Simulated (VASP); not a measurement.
# SiC (Imm2) in VASP: further runs, part 2 of 2

VASP 6.6.1. The steps go on from the part before.

## (3) Single point, r2SCAN (strain +0.0075 x Voigt [0, 0, 0, 0, 1, 0])

POSCAR reads:

```
SiC
1.0
    0.0081680437      2.1781449820      2.1781449820
    2.1863130257      0.0000000000      2.1863130257
    2.1781449820      2.1781449820      0.0081680437
Si C
1 1
Direct
    0.0000000000      0.0000000000      0.0000000000
    0.7500000000      0.7500000000      0.7500000000
```

INCAR.step1 reads:

```
ALGO = Normal
EDIFF = 1E-4
ENCUT = 520
GGA = PE
ISMEAR = 0
LASPH = True
LCHARG = False
LREAL = False
LWAVE = True
NBANDS = 11
NELM = 80
PREC = Accurate
SIGMA = 0.05
```

INCAR.step2 reads:

```
ALGO = Normal
EDIFF = 1E-6
ENCUT = 520
ISIF = 2
ISMEAR = 0
ISTART = 1
LASPH = True
LCHARG = False
LMIXTAU = True
LREAL = False
LWAVE = False
METAGGA = R2SCAN
NBANDS = 11
NELM = 80
PREC = Accurate
SIGMA = 0.05
```

KPOINTS reads:

```
k-points
0
Gamma
  10 10 10
```

Potentials or basis: VASP PAW PBE potentials, release 64 (Si, C).

Command:

```bash
$ cat potpaw_PBE.64/Si/POTCAR potpaw_PBE.64/C/POTCAR > POTCAR
$ cp INCAR.step1 INCAR
$ mpirun -np 1 vasp_std > vasp.out
$ cp INCAR.step2 INCAR
$ mpirun -np 1 vasp_std > vasp.out
```

OUTCAR:

```text
EDIFF = 1E-6
   ENCUT = 520
   ISIF = 2
   ISMEAR = 0
   ISTART = 1
   LASPH = True
   LREAL = False
   METAGGA = R2SCAN
   NELM = 80
   PREC = Accurate

 ion  position               nearest neighbor table
   1  0.000  0.000  0.000-   2 1.88   2 1.88   2 1.89   2 1.89
   2  0.750  0.750  0.750-   1 1.88   1 1.88   1 1.89   1 1.89

  LATTYP: Found a body centered orthorhombic cell.
 ALAT       =     3.0688108162
 B/A-ratio  =     1.0075282309
 C/A-ratio  =     1.4195368255

  Lattice vectors:

 A1 = (   0.0081680437,  -2.1781449820,   2.1781449820)
 A2 = (  -0.0081680437,  -2.1781449820,  -2.1781449820)
 A3 = (   2.1781449820,   2.1781449820,   0.0081680437)

Analysis of symmetry for initial positions (statically):
=====================================================================
 Subroutine PRICEL returns:
 Original cell was already a primitive cell.

 Routine SETGRP: Setting up the symmetry group for a
 body centered orthorhombic supercell.

 Subroutine GETGRP returns: Found  4 space group operations
 (whereof  4 operations were pure point group operations)
 out of a pool of  8 trial point group operations.

The static configuration has the point symmetry C_2v.

Analysis of symmetry for dynamics (positions and initial velocities):
=====================================================================
 Subroutine PRICEL returns:
 Original cell was already a primitive cell.

 Routine SETGRP: Setting up the symmetry group for a
 body centered orthorhombic supercell.

 Subroutine GETGRP returns: Found  4 space group operations
 (whereof  4 operations were pure point group operations)
 out of a pool of  8 trial point group operations.

The dynamic configuration has the point symmetry C_2v.

 Subroutine INISYM returns: Found  4 space group operations
 (whereof  4 operations are pure point group operations),
 and found     1 'primitive' translations

----------------------------------------------------------------------------------------

                                     Primitive cell

  volume of cell :      20.6673

  direct lattice vectors                    reciprocal lattice vectors
     0.008168044  2.178144982  2.178144982    -0.230417195  0.229553131  0.230417195
     2.186313026  0.000000000  2.186313026     0.228695523 -0.229553131  0.228695523
     2.178144982  2.178144982  0.008168044     0.230417195  0.229553131 -0.230417195

  length of vectors
     3.080373004  3.091913533  3.080373004     0.398596046  0.396608023  0.398596046

  position of ions in fractional coordinates (direct lattice)
     0.000000000  0.000000000  0.000000000
     0.750000000  0.750000000  0.750000000

  ion indices of the primitive-cell ions
   primitive index   ion index
                 1           1
                 2           2

----------------------------------------------------------------------------------------

 KPOINTS: k-points

Automatic generation of k-mesh.
 Grid dimensions read from file:
 generate k-points for:   10   10   10

 Generating k-lattice:

  Cartesian coordinates                     Fractional coordinates (reciprocal lattice)
    -0.023041720  0.022955313  0.023041720     0.100000000  0.000000000 -0.000000000
     0.022869552 -0.022955313  0.022869552     0.000000000  0.100000000  0.000000000
     0.023041720  0.022955313 -0.023041720    -0.000000000  0.000000000  0.100000000

  Length of vectors
     0.039859605  0.039660802  0.039859605

  Shift w.r.t. Gamma in fractional coordinates (k-lattice)
     0.000000000  0.000000000  0.000000000

 Subroutine IBZKPT returns following result:
 ===========================================

 Found    171 irreducible k-points:

 Following reciprocal coordinates:
            Coordinates               Weight
  0.000000  0.000000  0.000000      1.000000
  0.100000  0.000000  0.000000      4.000000
  0.200000  0.000000  0.000000      4.000000
  0.300000  0.000000  0.000000      4.000000
  0.400000  0.000000  0.000000      4.000000
  0.500000  0.000000  0.000000      2.000000
[... 16 lines left out ...]
 -0.400000  0.200000 -0.000000      8.000000
 -0.300000  0.200000 -0.000000      8.000000
 [... further k-points ...]
   k-points           NKPTS =    171   k-points in BZ     NKDIM =    171   number of bands    NBANDS=     11
   number of dos      NEDOS =    301   number of ions     NIONS =      2
   total plane-waves  NPLWV =  13824
   dimension x,y,z NGX =    24 NGY =   24 NGZ =   24
   dimension x,y,z NGXF=    48 NGYF=   48 NGZF=   48
   ions per type =               1   1
   NGX,Y,Z   is equivalent  to a cutoff of  12.95, 12.90, 12.95 a.u.
   NGXF,Y,Z  is equivalent  to a cutoff of  25.91, 25.81, 25.91 a.u.
 SYSTEM =  unknown system
   PREC   = accura    normal or accurate (medium, high low for compatibility)
   ISTART =      1    job   : 0-new  1-cont  2-samecut
   ICHARG =      0    charge: 1-file 2-atom 10-const
   ISPIN  =      1    spin polarized calculation?
   LNONCOLLINEAR =      F non collinear calculations
   LSORBIT =      F    spin-orbit coupling
   LASPH  =      T    aspherical Exc in radial PAW
   ENCUT  =  520.0 eV  38.22 Ry    6.18 a.u.   5.73  5.75  5.73*2*pi/ulx,y,z
   NELM   =     80;   NELMIN=  2; NELMDL=  0     # of ELM steps
   EDIFF  = 0.1E-05   stopping-criterion for ELM
   LREAL  =      F    real-space projection
   EDIFFG = 0.1E-04   stopping-criterion for IOM
   NSW    =      0    number of steps for IOM
   IBRION =     -1    ionic relax: 0-MD 1-quasi-New 2-CG
   NFREE  =      0    steps in history (QN), initial steepest desc. (CG)
   ISIF   =      2    stress and relaxation
   ISYM   =      2    0-nonsym 1-usesym 2-fastsym
   POTIM  = 0.5000    time-step for ionic-motion
   TEBEG  =    0.0;   TEEND  =   0.0 temperature during run
   PSTRESS=    0.0 pullay stress
   NELECT =       8.0000    total number of electrons
   NUPDOWN=      -1.0000    fix difference up-down
   EMIN   =  10.00;   EMAX   =-10.00  energy-range for DOS
   EFERMI =   0.00;   METHOD = LEGACY
   ISMEAR =     0;   SIGMA  =   0.05  broadening in eV -4-tet -1-fermi 0-gaus
   EFERMI_NEDOS =   21; number of points for ismear=-14 and -15
   IALGO  =     38    algorithm
   IMIX   =      4    mixing-type and parameters
     AMIX     =   0.40;   BMIX     =  1.00
     AMIX_MAG =   1.60;   BMIX_MAG =  1.00
  volume/ion in A,a.u.               =      10.33        69.73
  Fermi-wavevector in a.u.,A,eV,Ry     =   1.193100  2.254632 19.367716  1.423487
  Thomas-Fermi vector in A             =   2.329122
   LORBIT       =      0    0 simple, 1 ext, 2 COOP (PROOUT), +10 PAW based schemes
   METAGGA = R2SCAN    functional components
   LHFCALC =     F    Hartree Fock is set to
   AEXX    =    0.0000 exact exchange contribution
   IVDW    =     0    specifies the selected vdW correction
   LEPSILON=     F    determine dielectric tensor
   LRPA    =     F    only Hartree local field effects (RPA)
 non-spin polarized calculation
 Gauss-broadening in eV      SIGMA  =   0.05
  energy-cutoff  :      520.00
  volume of cell :       20.67
 maximum number of plane-waves:       568
   NGX = 11   NGY = 11   NGZ = 11

 number of electron       8.0000001 magnetization

 Free energy of the ion-electron system (eV)
  ---------------------------------------------------
  ext. energy  EPLUGINS =         0.00000000
  ---------------------------------------------------
  free energy    TOTEN  =       -19.32593046 eV

  energy without entropy =      -19.32593046  energy(sigma->0) =      -19.32593046

 E-fermi :   8.2374     XC(G=0): -11.9397

 val. band max:        8.0177629821   @ k =   0.0000   0.0000   0.0000
 cond. band min:       9.7176511433   @ k =   0.5000   0.0000   0.5000
 fundamental gap:      1.6998881612
 Fermi energy:         8.2373502142

 k-point     1 :       0.0000    0.0000    0.0000
  band No.  band energies     occupation
      1      -8.1936      2.00000
      2       7.9738      2.00000
      3       7.9951      2.00000
      4       8.0178      2.00000
      5      14.8286      0.00000
      6      15.7635      0.00000
      7      15.8699      0.00000
      8      15.9439      0.00000
      9      23.2113      0.00000
     10      23.2125      0.00000
     11      25.7781      0.00000
[... 309 lines left out ...]
 k-point    24 :      -0.3000    0.2000   -0.0000
  band No.  band energies     occupation
      1      -5.0349      2.00000
      2       1.3403      2.00000
      3       4.0267      2.00000
      4       6.7618      2.00000
      5      14.1229      0.00000
      6      16.8975      0.00000
      7      17.3719      0.00000
      8      19.1577      0.00000
      9      21.5113      0.00000
     10      24.5314      0.00000
     11      28.2013      0.00000

 [... further k-points ...]
[... 5 lines left out ...]
  --------------------------------------------------------------------------------------
  -------------------------------------------------------------------------------------
  Total       -0.0185345     -0.0202701     -0.0185345      0.0000000      0.0000000     -0.2760909
  in kB       -1.4368386     -1.5713841     -1.4368386      0.0000000      0.0000000    -21.4031876
  external PRESSURE =      -1.4816871 kB  Pullay stress =       0.0000000 kB

 VOLUME and BASIS-vectors are now :
 -----------------------------------------------------------------------------
  energy-cutoff  :      520.00
  volume of cell :       20.67
      direct lattice vectors                 reciprocal lattice vectors
     0.008168044  2.178144982  2.178144982    -0.230417195  0.229553131  0.230417195
     2.186313026  0.000000000  2.186313026     0.228695523 -0.229553131  0.228695523
     2.178144982  2.178144982  0.008168044     0.230417195  0.229553131 -0.230417195

 POSITION                                       TOTAL-FORCE (eV/Angst)
 -----------------------------------------------------------------------------------
      0.00000      0.00000      0.00000        -0.000000     -0.056870     -0.000000
      3.27947      3.26722      3.27947         0.000000      0.056870      0.000000
 -----------------------------------------------------------------------------------
    total drift:                                0.000001     -0.000032      0.000001

  FREE ENERGIE OF THE ION-ELECTRON SYSTEM (eV)
  ---------------------------------------------------
  free  energy   TOTEN  =       -19.3259304623 eV

  energy  without entropy=      -19.3259304623  energy(sigma->0) =      -19.32593046
```

OUTCAR.step1:

```text
EDIFF = 1E-4
   ENCUT = 520
   GGA = PE
   ISMEAR = 0
   LASPH = True
[... 558 lines left out ...]
 -----------------------------------------------------------------------------------
      0.00000      0.00000      0.00000         0.000000     -0.062990      0.000000
      3.27947      3.26722      3.27947        -0.000000      0.062990     -0.000000
 -----------------------------------------------------------------------------------
    total drift:                               -0.000000     -0.000012     -0.000000

  FREE ENERGIE OF THE ION-ELECTRON SYSTEM (eV)
  ---------------------------------------------------
  free  energy   TOTEN  =       -15.0561926923 eV

  energy  without entropy=      -15.0561926923  energy(sigma->0) =      -15.05619269
```

Wall time 35 s (1 thread of Intel Xeon 6975P-C (Granite Rapids), shared host); peak memory 0.16 GiB.

Results:

```
Free energy            : -19.3259 eV
Pressure               : -0.1 GPa
Largest force          : 0.057 eV/Å
Band gap on the k mesh : 1.70 eV, indirect (least direct gap 5.00 eV)
```

Forces on the atoms (eV/Å):
```
Si   0.000 -0.057  0.000
C    0.000  0.057  0.000
```

Levels at points of the mesh, in eV from the valence-band top:
| k point | band 1 | band 2 | band 3 | band 4 | band 5 | band 6 | band 7 | band 8 | band 9 |
| --- | --- | --- | --- | --- | --- | --- | --- | --- | --- |
| (0.00, 0.00, 0.00) | -16.21 | -0.04 | -0.02 | 0.00 | 6.81 | 7.75 | 7.85 | 7.93 | 15.19 |
| (0.50, 0.00, 0.00) | -12.55 | -8.84 | -1.15 | -1.15 | 5.92 | 7.66 | 7.74 | 10.92 | 17.41 |
| (0.00, 0.50, 0.00) | -12.61 | -8.85 | -1.11 | -1.10 | 6.04 | 7.73 | 7.81 | 10.96 | 17.39 |
| (0.50, 0.50, 0.00) | -11.12 | -8.08 | -3.36 | -3.36 | 1.70 | 4.80 | 15.11 | 15.12 | 16.00 |
| (0.50, 0.00, 0.50) | -11.12 | -8.08 | -3.42 | -3.30 | 1.70 | 4.81 | 15.11 | 15.14 | 15.99 |

Caveat: the cell differs from its parent crystal (strain +0.0075 x Voigt [0, 0, 0, 0, 1, 0]); the PAW data sets were made with another functional, which shifts forces and pressure a little. A k mesh can miss the band edges.
